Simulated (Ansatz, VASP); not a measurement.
**One calculation of SrO, two programs**

File INCAR:

```
SYSTEM = SrO
ALGO = Normal ; EDIFF = 1E-6
ENCUT = 520 ; GGA = PE
ISIF = 2 ; ISMEAR = 0
LASPH = .True. ; LCHARG = .False.
LREAL = .False. ; LWAVE = .False.
NBANDS = 24 ; NELM = 100
PREC = Accurate ; SIGMA = 0.01
```

KPOINTS

```
k-points
0
Gamma
  6 6 4
  0 0 0
```

POSCAR

```
SrO
1.0
    4.2700309529      0.0000000000      0.0000000000
   -2.1350154765      3.6979552802      0.0000000000
    0.0000000000      0.0000000000      5.1444468270
Sr O
2 2
Direct
    0.3333333333      0.6666666667     -0.0625000000
    0.6666666667      0.3333333333      0.4375000000
    0.3333333333      0.6666666667      0.4375000000
    0.6666666667      0.3333333333      0.9375000000
```

Input for Ansatz:

```yaml
crystal:
  lattice:
    - [4.2700309529, 0.0, 0.0]
    - [-2.1350154765, 3.6979552802, 0.0]
    - [0.0, 0.0, 5.144446827]
  atoms:
    - { symbol: Sr, position: [0.3333333333, 0.6666666667, -0.0625] }
    - { symbol: Sr, position: [0.6666666667, 0.3333333333, 0.4375] }
    - { symbol: O, position: [0.3333333333, 0.6666666667, 0.4375] }
    - { symbol: O, position: [0.6666666667, 0.3333333333, 0.9375] }
kpoints:
  mp_grid: { grid: [6, 6, 4] }
hamiltonian:
  xc: pbe
scf:
  occupations: { method: fixed }
output:
  optics:
    e_range: [0, 15]
    de: 0.05
    sigma: 0.1
    bands: { spectra_wanted_up_to: 15 }
    scissors: 1.346
  write_density: true
  write_potential: true
  elf: true
  volumetric_format: npy
```

Alike in both runs: task single point; functional PBE; k mesh 6 × 6 × 4; no spin polarisation.

```csv
,VASP,Ansatz
version,VASP 6.6.1,Ansatz 0.2.0
potentials or method,"VASP PAW PBE potentials, release 64 (Sr_sv, O)","plane waves, PAW"
plane-wave cutoff (eV),520,420
occupations,"gaussian, width 0.01 eV",fixed
valence electrons in the cell,32,32
```

VASP gave:

- gap on the k mesh at the Fermi level (eV): 2.64

What did Ansatz give for the same quantities?

gap on the k mesh at the Fermi level (eV): 2.66.
